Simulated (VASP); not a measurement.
# KMgF3 (Pm-3m) in VASP: settings compared

Aim: see how the results for KMgF3 move with the level of theory and the settings. Levels: PBEsol, PBE, r2SCAN. Tasks: single point.

Program: VASP 6.6.1. These are calculated values, not measurements. Logs are shortened: lines on timing, memory, paths and dates and some standing lists are left out, and cuts for length are marked.

## 1. The cell of the first run

Symmetry: Pm-3m, No. 221, cubic system. Conventional cell: a = 3.992 Å, b = 3.992 Å, c = 3.992 Å, α = 90.00°, β = 90.00°, γ = 90.00°. Within 3.7 Å of K (site symmetry m-3m) lie 12 F at 2.82 Å and 8 Mg at 3.46 Å. Within 2.6 Å of Mg (site symmetry m-3m) lie 6 F at 2.00 Å. F (site symmetry 4/mmm) has 2 Mg at 2.00 Å within 2.6 Å.

## 2. Single point, PBEsol

Input file INCAR:

```
PREC = Accurate ; ENCUT = 520
EDIFF = 1E-6 ; ISMEAR = -1
SIGMA = 0.02 ; LREAL = F
LASPH = T ; NELM = 80
ALGO = Normal ; ISIF = 2
LWAVE = F ; LCHARG = F
GGA = PS ; NBANDS = 24
```

Input file KPOINTS:

```
regular mesh
0
Gamma
  6 6 6
```

Input file POSCAR:

```
KMgF3
1.0
    3.9916959084      0.0000000000      0.0000000000
    0.0000000000      3.9916959084      0.0000000000
    0.0000000000      0.0000000000      3.9916959084
K Mg F
1 1 3
Direct
    0.5000000000      0.5000000000      0.5000000000
    0.0000000000      0.0000000000      0.0000000000
    0.5000000000      0.0000000000      0.0000000000
    0.0000000000      0.5000000000      0.0000000000
    0.0000000000      0.0000000000      0.5000000000
```

Potentials or basis: VASP PAW PBE potentials, release 64 (K_sv, Mg, F).

Command:

```sh
cat potpaw_PBE.64/K_sv/POTCAR potpaw_PBE.64/Mg/POTCAR potpaw_PBE.64/F/POTCAR > POTCAR
mpirun -np 1 vasp_std > vasp.out
```

OUTCAR:

```text
PREC = Accurate
   ENCUT = 520
   EDIFF = 1E-6
   ISMEAR = -1
   LREAL = F
   LASPH = T
   NELM = 80
   ISIF = 2
   GGA = PS

 ion  position               nearest neighbor table
   1  0.500  0.500  0.500-   3 2.82   4 2.82   5 2.82   3 2.82   4 2.82   3 2.82   5 2.82   3 2.82
                             4 2.82   5 2.82   4 2.82   5 2.82   2 3.46   2 3.46   2 3.46   2 3.46
   2  0.000  0.000  0.000-   3 2.00   4 2.00   5 2.00   5 2.00   4 2.00   3 2.00   1 3.46   1 3.46
                             1 3.46   1 3.46   1 3.46   1 3.46   1 3.46   1 3.46
   3  0.500  0.000  0.000-   2 2.00   2 2.00   1 2.82   1 2.82   1 2.82   1 2.82
   4  0.000  0.500  0.000-   2 2.00   2 2.00   1 2.82   1 2.82   1 2.82   1 2.82
   5  0.000  0.000  0.500-   2 2.00   2 2.00   1 2.82   1 2.82   1 2.82   1 2.82

  LATTYP: Found a simple cubic cell.
 ALAT       =     3.9916959084

  Lattice vectors:

 A1 = (   3.9916959084,   0.0000000000,   0.0000000000)
 A2 = (   0.0000000000,   3.9916959084,   0.0000000000)
 A3 = (   0.0000000000,   0.0000000000,   3.9916959084)

Analysis of symmetry for initial positions (statically):
=====================================================================
 Subroutine PRICEL returns:
 Original cell was already a primitive cell.

 Routine SETGRP: Setting up the symmetry group for a
 simple cubic supercell.

 Subroutine GETGRP returns: Found 48 space group operations
 (whereof 48 operations were pure point group operations)
 out of a pool of 48 trial point group operations.

The static configuration has the point symmetry O_h .

Analysis of symmetry for dynamics (positions and initial velocities):
=====================================================================
 Subroutine PRICEL returns:
 Original cell was already a primitive cell.

 Routine SETGRP: Setting up the symmetry group for a
 simple cubic supercell.

 Subroutine GETGRP returns: Found 48 space group operations
 (whereof 48 operations were pure point group operations)
 out of a pool of 48 trial point group operations.

The dynamic configuration has the point symmetry O_h .

 Subroutine INISYM returns: Found 48 space group operations
 (whereof 48 operations are pure point group operations),
 and found     1 'primitive' translations

----------------------------------------------------------------------------------------

                                     Primitive cell

  volume of cell :      63.6022

  direct lattice vectors                    reciprocal lattice vectors
     3.991695908  0.000000000  0.000000000     0.250520085  0.000000000  0.000000000
     0.000000000  3.991695908  0.000000000     0.000000000  0.250520085  0.000000000
     0.000000000  0.000000000  3.991695908     0.000000000  0.000000000  0.250520085

  length of vectors
     3.991695908  3.991695908  3.991695908     0.250520085  0.250520085  0.250520085

  position of ions in fractional coordinates (direct lattice)
     0.500000000  0.500000000  0.500000000
     0.000000000  0.000000000  0.000000000
     0.500000000  0.000000000  0.000000000
     0.000000000  0.500000000  0.000000000
     0.000000000  0.000000000  0.500000000

  ion indices of the primitive-cell ions
   primitive index   ion index
                 1           1
                 2           2
                 3           3
                 4           4
                 5           5

----------------------------------------------------------------------------------------

 KPOINTS: regular mesh

Automatic generation of k-mesh.
 Grid dimensions read from file:
 generate k-points for:    6    6    6

 Generating k-lattice:

  Cartesian coordinates                     Fractional coordinates (reciprocal lattice)
     0.041753348  0.000000000  0.000000000     0.166666667  0.000000000  0.000000000
     0.000000000  0.041753348  0.000000000     0.000000000  0.166666667  0.000000000
     0.000000000  0.000000000  0.041753348     0.000000000  0.000000000  0.166666667

  Length of vectors
     0.041753348  0.041753348  0.041753348

  Shift w.r.t. Gamma in fractional coordinates (k-lattice)
     0.000000000  0.000000000  0.000000000

 Subroutine IBZKPT returns following result:
 ===========================================

 Found     20 irreducible k-points:

 Following reciprocal coordinates:
            Coordinates               Weight
  0.000000  0.000000  0.000000      1.000000
  0.166667  0.000000  0.000000      6.000000
  0.333333  0.000000  0.000000      6.000000
  0.500000  0.000000  0.000000      3.000000
  0.166667  0.166667  0.000000     12.000000
  0.333333  0.166667  0.000000     24.000000
[... 12 lines left out ...]
  0.500000  0.500000  0.333333      6.000000
  0.500000  0.500000  0.500000      1.000000
   k-points           NKPTS =     20   k-points in BZ     NKDIM =     20   number of bands    NBANDS=     24
   number of dos      NEDOS =    301   number of ions     NIONS =      5
   total plane-waves  NPLWV =  27000
   dimension x,y,z NGX =    30 NGY =   30 NGZ =   30
   dimension x,y,z NGXF=    60 NGYF=   60 NGZF=   60
   ions per type =               1   1   3
   NGX,Y,Z   is equivalent  to a cutoff of  12.49, 12.49, 12.49 a.u.
   NGXF,Y,Z  is equivalent  to a cutoff of  24.99, 24.99, 24.99 a.u.
 SYSTEM =  unknown system
   PREC   = accura    normal or accurate (medium, high low for compatibility)
   ISTART =      0    job   : 0-new  1-cont  2-samecut
   ICHARG =      2    charge: 1-file 2-atom 10-const
   ISPIN  =      1    spin polarized calculation?
   LNONCOLLINEAR =      F non collinear calculations
   LSORBIT =      F    spin-orbit coupling
   LASPH  =      T    aspherical Exc in radial PAW
   ENCUT  =  520.0 eV  38.22 Ry    6.18 a.u.   7.42  7.42  7.42*2*pi/ulx,y,z
   NELM   =     80;   NELMIN=  2; NELMDL= -5     # of ELM steps
   EDIFF  = 0.1E-05   stopping-criterion for ELM
   LREAL  =      F    real-space projection
   EDIFFG = 0.1E-04   stopping-criterion for IOM
   NSW    =      0    number of steps for IOM
   IBRION =     -1    ionic relax: 0-MD 1-quasi-New 2-CG
   NFREE  =      0    steps in history (QN), initial steepest desc. (CG)
   ISIF   =      2    stress and relaxation
   ISYM   =      2    0-nonsym 1-usesym 2-fastsym
   POTIM  = 0.5000    time-step for ionic-motion
   TEBEG  =    0.0;   TEEND  =   0.0 temperature during run
   PSTRESS=    0.0 pullay stress
   NELECT =      32.0000    total number of electrons
   NUPDOWN=      -1.0000    fix difference up-down
   EMIN   =  10.00;   EMAX   =-10.00  energy-range for DOS
   EFERMI =   0.00;   METHOD = LEGACY
   ISMEAR =    -1;   SIGMA  =   0.02  broadening in eV -4-tet -1-fermi 0-gaus
   EFERMI_NEDOS =   21; number of points for ismear=-14 and -15
   IALGO  =     38    algorithm
   IMIX   =      4    mixing-type and parameters
     AMIX     =   0.40;   BMIX     =  1.00
     AMIX_MAG =   1.60;   BMIX_MAG =  1.00
  volume/ion in A,a.u.               =      12.72        85.84
  Fermi-wavevector in a.u.,A,eV,Ry     =   1.302069  2.460554 23.067100  1.695384
  Thomas-Fermi vector in A             =   2.433161
   LORBIT       =      0    0 simple, 1 ext, 2 COOP (PROOUT), +10 PAW based schemes
   GGA     = PS    functional components
   LHFCALC =     F    Hartree Fock is set to
   AEXX    =    0.0000 exact exchange contribution
   IVDW    =     0    specifies the selected vdW correction
   LEPSILON=     F    determine dielectric tensor
   LRPA    =     F    only Hartree local field effects (RPA)
 non-spin polarized calculation
  energy-cutoff  :      520.00
  volume of cell :       63.60
 maximum number of plane-waves:      1743
 NGX is ok and might be reduce to    30
   NGX = 15   NGY = 15   NGZ = 15

 number of electron      31.9999958 magnetization

 Free energy of the ion-electron system (eV)
  ---------------------------------------------------
  ext. energy  EPLUGINS =         0.00000000
  ---------------------------------------------------
  free energy    TOTEN  =       -25.26304674 eV

  energy without entropy =      -25.26304674  energy(sigma->0) =      -25.26304674

 E-fermi :  -1.1832     XC(G=0):  -9.9223

 val. band max:       -1.7282308860   @ k =   0.5000   0.5000   0.5000
 cond. band min:       5.3621811372   @ k =   0.0000   0.0000   0.0000
 fundamental gap:      7.0904120232
 Fermi energy:        -1.1831666226

 k-point     1 :       0.0000    0.0000    0.0000
  band No.  band energies     occupation
      1     -27.2136      2.00000
      2     -21.7280      2.00000
      3     -21.0644      2.00000
      4     -21.0644      2.00000
      5     -10.7776      2.00000
      6     -10.7776      2.00000
[... 16 lines left out ...]
     23      12.0880      0.00000
     24      14.9445      0.00000

 k-point     2 :       0.1667    0.0000    0.0000
  band No.  band energies     occupation
      1     -27.2063      2.00000
      2     -21.6979      2.00000
      3     -21.1021      2.00000
      4     -21.0619      2.00000
      5     -10.7737      2.00000
      6     -10.7632      2.00000
[... 16 lines left out ...]
     23      12.0824      0.00000
     24      14.8374      0.00000

 k-point     3 :       0.3333    0.0000    0.0000
  band No.  band energies     occupation
      1     -27.1917      2.00000
      2     -21.6233      2.00000
      3     -21.1913      2.00000
      4     -21.0573      2.00000
      5     -10.7660      2.00000
      6     -10.7342      2.00000
[... 16 lines left out ...]
     23      12.0662      0.00000
     24      14.4799      0.00000
[... 406 lines left out ...]
 k-point    19 :       0.5000    0.5000    0.3333
  band No.  band energies     occupation
      1     -27.1530      2.00000
      2     -21.2629      2.00000
      3     -21.2548      2.00000
      4     -21.2548      2.00000
      5     -10.9410      2.00000
      6     -10.9410      2.00000
[... 16 lines left out ...]
     23      12.8148      0.00000
     24      12.8148      0.00000

 k-point    20 :       0.5000    0.5000    0.5000
  band No.  band energies     occupation
      1     -27.1495      2.00000
      2     -21.2497      2.00000
      3     -21.2497      2.00000
      4     -21.2497      2.00000
      5     -10.9696      2.00000
      6     -10.9696      2.00000
[... 16 lines left out ...]
     23      13.1803      0.00000
     24      13.1803      0.00000

------------------------ aborting loop because EDIFF is reached ----------------------------------------

  FORCE on cell =-STRESS in cart. coord.  units (eV):
  Direction    XX          YY          ZZ          XY          YZ          ZX
  --------------------------------------------------------------------------------------
  -------------------------------------------------------------------------------------
  Total       -0.1628269     -0.1628269     -0.1628269     -0.0000000     -0.0000000      0.0000000
  in kB       -4.1017046     -4.1017046     -4.1017046     -0.0000000     -0.0000000      0.0000000
  external PRESSURE =      -4.1017046 kB  Pullay stress =       0.0000000 kB

 VOLUME and BASIS-vectors are now :
 -----------------------------------------------------------------------------
  energy-cutoff  :      520.00
  volume of cell :       63.60
      direct lattice vectors                 reciprocal lattice vectors
     3.991695908  0.000000000  0.000000000     0.250520085  0.000000000  0.000000000
     0.000000000  3.991695908  0.000000000     0.000000000  0.250520085  0.000000000
     0.000000000  0.000000000  3.991695908     0.000000000  0.000000000  0.250520085

 POSITION                                       TOTAL-FORCE (eV/Angst)
 -----------------------------------------------------------------------------------
      1.99585      1.99585      1.99585         0.000000      0.000000      0.000000
      0.00000      0.00000      0.00000         0.000000      0.000000      0.000000
      1.99585      0.00000      0.00000         0.000000      0.000000      0.000000
      0.00000      1.99585      0.00000         0.000000      0.000000      0.000000
      0.00000      0.00000      1.99585         0.000000      0.000000      0.000000
 -----------------------------------------------------------------------------------
    total drift:                                0.000000     -0.000000      0.000000

  FREE ENERGIE OF THE ION-ELECTRON SYSTEM (eV)
  ---------------------------------------------------
  free  energy   TOTEN  =       -25.2630467414 eV

  energy  without entropy=      -25.2630467414  energy(sigma->0) =      -25.26304674
```

Run time: 40 s. Hardware: 1 thread of Intel Xeon 8259CL, shared host; peak memory 0.18 GiB.

What came out:

```
Free energy            : -25.2630 eV
Pressure               : -0.4 GPa
Band gap on the k mesh : 7.09 eV (least direct gap 7.42 eV)
```

Caveat: the PAW data sets were made with another functional, which shifts forces and pressure a little. A k mesh can miss the band edges.

(Part 1 of 2 ends here.)
